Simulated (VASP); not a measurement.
Write the native input for VASP 6.6.1 that does the following.

```yaml
Task: single point
Functional: revPBE
Potentials_or_basis: VASP PAW PBE potentials, release 64 (Ni, Sb)
Cutoff: 520 eV
k_mesh: 8 × 8 × 6
Occupations: gaussian, width 0.05 eV
Spin: collinear spin
Starting_moments: "[0.05, 0.05, 0.0, 0.0] μB"
Dipole_correction: no
Further_INCAR_settings: ALGO = Normal; EDIFF = 1e-06; NBANDS = 27
```

The structure of NiSb lies in POSCAR:

```
NiSb
1.0
    4.0516768278      0.0000000000      0.0000000000
   -2.0258384139      3.5088550608      0.0000000000
    0.0000000000      0.0000000000      5.2653345368
Ni Sb
2 2
Direct
    0.0000000000      0.0000000000      0.0000000000
    0.0000000000      0.0000000000      0.5000000000
    0.3333333333      0.6666666667      0.2500000000
    0.6666666667      0.3333333333      0.7500000000
```

The input as run:

INCAR

```
ALGO = Normal ; EDIFF = 1E-6
ENCUT = 520 ; GGA = RE
ISIF = 2 ; ISMEAR = 0
ISPIN = 2 ; LASPH = True
LCHARG = True ; LELF = True
LMAXMIX = 4 ; LORBIT = 11
LREAL = False ; LVHAR = True
LWAVE = False ; MAGMOM = 0.05 0.05 0 0
NBANDS = 27 ; NELM = 150
PREC = Accurate ; SIGMA = 0.05
```

KPOINTS

```
k-points
0
Gamma
  8 8 6
```

Potentials or basis: VASP PAW PBE potentials, release 64 (Ni, Sb).

Command:

```console
$ cat potpaw_PBE.64/Ni/POTCAR potpaw_PBE.64/Sb/POTCAR > POTCAR
$ mpirun -np 1 vasp_std > vasp.out
```

Results of the run:

The pressure is -3.9 GPa, the band gap on the k mesh is zero (filled and empty bands overlap) and the net moment is 0.00 μB per cell. The valence electrons inside the program's atomic spheres are Ni 9.24; Sb 2.37.

Caveat: the cell stands under tension; the PAW data sets were made with another functional, which shifts forces and pressure a little; spin-orbit coupling is left out, which moves the levels of the heavy elements.

Run time: 80 s on 1 thread of Intel(R) Xeon(R) 6975P-C (Granite Rapids) (shared host), peak memory 0.28 GiB.
